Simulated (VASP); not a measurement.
# Ti3C in VASP: notebook

Runs on Ti3C. Level: PBE. Tasks: relaxation of the atoms, single point.

All numbers are computed with VASP 6.6.1; they aren't measurements. Logs are shortened: lines on timing, memory, paths and dates and some standing lists are left out, and cuts for length are marked.

## (1) The cell of the first run

The cell holds a slab with vacuum, 4 atoms: a = 2.908 Å, b = 2.908 Å, c = 19.306 Å, α = 90.00°, β = 90.00°, γ = 90.00°.

## (2) Relaxation of the atoms, PBE

Input file INCAR:

```
SYSTEM = Ti3C
PREC = Accurate
ENCUT = 520
EDIFF = 1E-6
ISMEAR = 0
SIGMA = 0.1
LREAL = .FALSE.
LASPH = .TRUE.
NELM = 60
ALGO = Normal
ISIF = 2
LWAVE = .FALSE.
LCHARG = .FALSE.
LDIPOL = .TRUE.
IDIPOL = 3
DIPOL = 0.5 0.5 0.339
GGA = PE
IBRION = 2
NSW = 36
EDIFFG = -0.025
```

Input file KPOINTS:

```
Automatic mesh
0
G
  9 9 1
  0 0 0
```

Input file POSCAR:

```
Ti3C
1.0
    2.9075446952      0.0000000000      0.0000000000
    0.0000000000      2.9075446952      0.0000000000
    0.0000000000      0.0000000000     19.3059824261
Ti C
3 1
Selective dynamics
Direct
    0.5000000000      0.5000000000      0.2071896634  F F F
    0.0000000000      0.0000000000      0.3057583540  F F F
    0.5000000000      0.5000000000      0.4043297178  F F F
    1.0000000000      1.0000000000      0.4385160123  F F T
```

Potentials or basis: VASP PAW PBE potentials, release 64 (Ti_sv, C).

The run is started by

```bash
cat potpaw_PBE.64/Ti_sv/POTCAR potpaw_PBE.64/C/POTCAR > POTCAR
mpirun -np 1 vasp_std > vasp.out
```

OUTCAR:

```text
SYSTEM = Ti3C
   PREC = Accurate
   ENCUT = 520
   EDIFF = 1E-6
   ISMEAR = 0
   LREAL = .FALSE.
   LASPH = .TRUE.
   NELM = 60
   ISIF = 2
   GGA = PE
   IBRION = 2
   NSW = 36
   EDIFFG = -0.025

 ion  position               nearest neighbor table
   1  0.500  0.500  0.207-   2 2.80   2 2.80   2 2.80   2 2.80
   2  0.000  0.000  0.306-   1 2.80   1 2.80   1 2.80   1 2.80   3 2.80   3 2.80   3 2.80   3 2.80

   3  0.500  0.500  0.404-   4 2.16   4 2.16   4 2.16   4 2.16   2 2.80   2 2.80   2 2.80   2 2.80

   4  0.000  0.000  0.439-   3 2.16   3 2.16   3 2.16   3 2.16

  LATTYP: Found a simple tetragonal cell.
 ALAT       =     2.9075446952
 C/A-ratio  =     6.6399606713

  Lattice vectors:

 A1 = (   2.9075446952,   0.0000000000,   0.0000000000)
 A2 = (   0.0000000000,   2.9075446952,   0.0000000000)
 A3 = (   0.0000000000,   0.0000000000,  19.3059824261)

Analysis of symmetry for initial positions (statically):
=====================================================================
 Subroutine PRICEL returns:
 Original cell was already a primitive cell.

 Routine SETGRP: Setting up the symmetry group for a
 simple tetragonal supercell.

 Subroutine GETGRP returns: Found  8 space group operations
 (whereof  8 operations were pure point group operations)
 out of a pool of 16 trial point group operations.

The static configuration has the point symmetry C_4v.

Analysis of symmetry for dynamics (positions and initial velocities):
=====================================================================
 Subroutine PRICEL returns:
 Original cell was already a primitive cell.

 Routine SETGRP: Setting up the symmetry group for a
 simple tetragonal supercell.

 Subroutine GETGRP returns: Found  8 space group operations
 (whereof  8 operations were pure point group operations)
 out of a pool of 16 trial point group operations.

The dynamic configuration has the point symmetry C_4v.

Analysis of constrained symmetry for selective dynamics:
=====================================================================
 Subroutine PRICEL returns:
 Original cell was already a primitive cell.

 Routine SETGRP: Setting up the symmetry group for a
 simple tetragonal supercell.

 Subroutine GETGRP returns: Found  8 space group operations
 (whereof  8 operations were pure point group operations)
 out of a pool of 16 trial point group operations.

The constrained configuration has the point symmetry C_4v.

 Subroutine INISYM returns: Found  8 space group operations
 (whereof  8 operations are pure point group operations),
 and found     1 'primitive' translations

----------------------------------------------------------------------------------------

                                     Primitive cell

  volume of cell :     163.2092

  direct lattice vectors                    reciprocal lattice vectors
     2.907544695  0.000000000  0.000000000     0.343932804  0.000000000  0.000000000
     0.000000000  2.907544695  0.000000000     0.000000000  0.343932804  0.000000000
     0.000000000  0.000000000 19.305982426     0.000000000  0.000000000  0.051797416

  length of vectors
     2.907544695  2.907544695 19.305982426     0.343932804  0.343932804  0.051797416

  position of ions in fractional coordinates (direct lattice)
     0.500000000  0.500000000  0.207189663
     0.000000000  0.000000000  0.305758354
     0.500000000  0.500000000  0.404329718
     0.000000000  0.000000000  0.438516012

  ion indices of the primitive-cell ions
   primitive index   ion index
                 1           1
                 2           2
                 3           3
                 4           4

----------------------------------------------------------------------------------------

 KPOINTS: Automatic mesh

[... 22 lines left out ...]
 Following reciprocal coordinates:
            Coordinates               Weight
  0.000000  0.000000  0.000000      1.000000
  0.111111  0.000000  0.000000      4.000000
  0.222222  0.000000  0.000000      4.000000
  0.333333  0.000000  0.000000      4.000000
  0.444444  0.000000  0.000000      4.000000
  0.111111  0.111111  0.000000      4.000000
  0.222222  0.111111  0.000000      8.000000
  0.333333  0.111111  0.000000      8.000000
  0.444444  0.111111  0.000000      8.000000
  0.222222  0.222222  0.000000      4.000000
  0.333333  0.222222  0.000000      8.000000
  0.444444  0.222222  0.000000      8.000000
  0.333333  0.333333  0.000000      4.000000
  0.444444  0.333333  0.000000      8.000000
  0.444444  0.444444  0.000000      4.000000
   k-points           NKPTS =     15   k-points in BZ     NKDIM =     15   number of bands    NBANDS=     24
   number of dos      NEDOS =    301   number of ions     NIONS =      4
   total plane-waves  NPLWV =  82944
   dimension x,y,z NGX =    24 NGY =   24 NGZ =  144
   dimension x,y,z NGXF=    48 NGYF=   48 NGZF=  288
   ions per type =               3   1
   NGX,Y,Z   is equivalent  to a cutoff of  13.72, 13.72, 12.40 a.u.
   NGXF,Y,Z  is equivalent  to a cutoff of  27.45, 27.45, 24.80 a.u.
 SYSTEM =  Ti3C
   PREC   = accura    normal or accurate (medium, high low for compatibility)
   ISTART =      0    job   : 0-new  1-cont  2-samecut
   ICHARG =      2    charge: 1-file 2-atom 10-const
   ISPIN  =      1    spin polarized calculation?
   LNONCOLLINEAR =      F non collinear calculations
   LSORBIT =      F    spin-orbit coupling
   LASPH  =      T    aspherical Exc in radial PAW
   ENCUT  =  520.0 eV  38.22 Ry    6.18 a.u.   5.41  5.41 35.90*2*pi/ulx,y,z
   NELM   =     60;   NELMIN=  2; NELMDL= -5     # of ELM steps
   EDIFF  = 0.1E-05   stopping-criterion for ELM
   LREAL  =      F    real-space projection
   EDIFFG = -.3E-01   stopping-criterion for IOM
   NSW    =     36    number of steps for IOM
   IBRION =      2    ionic relax: 0-MD 1-quasi-New 2-CG
   NFREE  =      1    steps in history (QN), initial steepest desc. (CG)
   ISIF   =      2    stress and relaxation
   ISYM   =      2    0-nonsym 1-usesym 2-fastsym
   POTIM  = 0.5000    time-step for ionic-motion
   TEBEG  =    0.0;   TEEND  =   0.0 temperature during run
   PSTRESS=    0.0 pullay stress
   NELECT =      40.0000    total number of electrons
   NUPDOWN=      -1.0000    fix difference up-down
   EMIN   =  10.00;   EMAX   =-10.00  energy-range for DOS
   EFERMI =   0.00;   METHOD = LEGACY
   ISMEAR =     0;   SIGMA  =   0.10  broadening in eV -4-tet -1-fermi 0-gaus
   EFERMI_NEDOS =   21; number of points for ismear=-14 and -15
   IALGO  =     38    algorithm
   IMIX   =      4    mixing-type and parameters
     AMIX     =   0.40;   BMIX     =  1.00
     AMIX_MAG =   1.60;   BMIX_MAG =  1.00
  volume/ion in A,a.u.               =      40.80       275.35
  Fermi-wavevector in a.u.,A,eV,Ry     =   1.024503  1.936030 14.280764  1.049607
  Thomas-Fermi vector in A             =   2.158294
   LORBIT       =      0    0 simple, 1 ext, 2 COOP (PROOUT), +10 PAW based schemes
   GGA     = PE    functional components
   LHFCALC =     F    Hartree Fock is set to
   AEXX    =    0.0000 exact exchange contribution
   IVDW    =     0    specifies the selected vdW correction
   LEPSILON=     F    determine dielectric tensor
   LRPA    =     F    only Hartree local field effects (RPA)
 conjugate gradient relaxation of ions
 non-spin polarized calculation
 Gauss-broadening in eV      SIGMA  =   0.10
  energy-cutoff  :      520.00
  volume of cell :      163.21
 maximum number of plane-waves:      4439
 NGX is ok and might be reduce to    24
   NGX = 11   NGY = 11   NGZ = 71

--------------------------------------- Ionic step        1  -------------------------------------------

 number of electron      40.0000013 magnetization

 Free energy of the ion-electron system (eV)
  ---------------------------------------------------
  ext. energy  EPLUGINS =         0.00000000
  ---------------------------------------------------
  free energy    TOTEN  =       -30.95673342 eV

  energy without entropy =      -30.92243744  energy(sigma->0) =      -30.93958543

 E-fermi :  -0.1857     XC(G=0):  -4.9559

 val. band max:       -0.1921647825   @ k =   0.1111   0.0000   0.0000
 cond. band min:      -0.1552808482   @ k =   0.2222   0.1111   0.0000
 fundamental gap:      0.0368839343
 Fermi energy:        -0.1857126938

 k-point     1 :       0.0000    0.0000    0.0000
  band No.  band energies     occupation
      1     -57.0854      2.00000
      2     -56.6573      2.00000
      3     -56.4120      2.00000
      4     -33.5015      2.00000
      5     -33.1100      2.00000
      6     -33.1100      2.00000
[... 509 lines left out ...]
 number of electron      40.0000013 magnetization

------------------------ aborting loop because EDIFF is reached ----------------------------------------

 vacuum level on the upper side and lower side of the slab       (xc-potential included)        -0.009        -0.411

  FORCE on cell =-STRESS in cart. coord.  units (eV):
  Direction    XX          YY          ZZ          XY          YZ          ZX
  --------------------------------------------------------------------------------------
  -------------------------------------------------------------------------------------
  Total        3.7508839      3.7508839      2.6171746      0.0000000     -0.0000000      0.0000000
  in kB       36.8213325     36.8213325     25.6920394      0.0000000     -0.0000000      0.0000000
  external PRESSURE =      33.1115681 kB  Pullay stress =       0.0000000 kB
[... 25 lines left out ...]
--------------------------------------- Ionic step        5  -------------------------------------------

 number of electron      40.0000013 magnetization

 dipolmoment           0.000000      0.000000      0.014570 electrons x Angstroem

 Free energy of the ion-electron system (eV)
  ---------------------------------------------------
  ext. energy  EPLUGINS =         0.00000000
  ---------------------------------------------------
  free energy    TOTEN  =       -31.93864530 eV

  energy without entropy =      -31.90614788  energy(sigma->0) =      -31.92239659

 E-fermi :   0.3433     XC(G=0):  -4.8498

 val. band max:        0.3293557308   @ k =   0.2222   0.0000   0.0000
 cond. band min:       0.3520374365   @ k =   0.1111   0.0000   0.0000
 fundamental gap:      0.0226817057
 Fermi energy:         0.3433296439

 k-point     1 :       0.0000    0.0000    0.0000
  band No.  band energies     occupation
      1     -56.5390      2.00000
      2     -56.2381      2.00000
      3     -56.0295      2.00000
      4     -32.9706      2.00000
      5     -32.6619      2.00000
      6     -32.5756      2.00000
[... 394 lines left out ...]
     23       2.3369      0.00000
     24       2.8030      0.00000

------------------------ aborting loop because EDIFF is reached ----------------------------------------

 vacuum level on the upper side and lower side of the slab       (xc-potential included)         0.133        -0.185

  FORCE on cell =-STRESS in cart. coord.  units (eV):
  Direction    XX          YY          ZZ          XY          YZ          ZX
  --------------------------------------------------------------------------------------
  -------------------------------------------------------------------------------------
  Total        3.7875366      3.7875366      2.7904691      0.0000000      0.0000000      0.0000000
  in kB       37.1811410     37.1811410     27.3932204      0.0000000      0.0000000      0.0000000
  external PRESSURE =      33.9185008 kB  Pullay stress =       0.0000000 kB
[... 19 lines left out ...]
  FREE ENERGIE OF THE ION-ELECTRON SYSTEM (eV)
  ---------------------------------------------------
  free  energy   TOTEN  =       -31.9386453008 eV

  energy  without entropy=      -31.9061478818  energy(sigma->0) =      -31.92239659

 reached required accuracy - stopping structural energy minimisation

 vacuum level on the upper side and lower side of the slab         4.494         4.181
```

Run time: 11 min. Hardware: 1 thread of Intel Xeon 8259CL, shared host; peak memory 0.3 GiB.

Results:

```yaml
Free_energy: -31.9386 eV
Energy_gained_by_relaxing: 245.5 meV/atom
Ionic_steps: 5
Band_gap_on_the_k_mesh: zero (bands 20 and 21 overlap by 0.72 eV)
```

Step by step:
```
step  energy change (eV)  largest force on free atoms (eV/Å)  pressure (GPa)
   1              0.0000                              3.7548            0.01
   2             -0.5861                              2.6515            1.22
   3             -0.9793                              0.2672            3.55
   4             -0.9816                              0.0946            3.31
   5             -0.9819                              0.0215            3.39
```

Final structure:
```
Ti C
1.0
     2.90754    0.00000    0.00000
     0.00000    2.90754    0.00000
     0.00000    0.00000   19.30598
Ti C
3 1
Direct
  0.50000 0.50000 0.20719
  0.00000 0.00000 0.30576
  0.50000 0.50000 0.40433
  0.00000 0.00000 0.41471
```

Levels at points of the mesh, in eV from the Fermi level:
| k point | band 18 | band 19 | band 20 | band 21 | band 22 | band 23 |
| --- | --- | --- | --- | --- | --- | --- |
| (0.00, 0.00, 0.00) | -0.73 | -0.02 | 0.49 | 0.49 | 0.63 | 1.33 |

[end of part 1 of 2]

The gap in the log of VASP goes by the Fermi energy; the results here count the filled bands.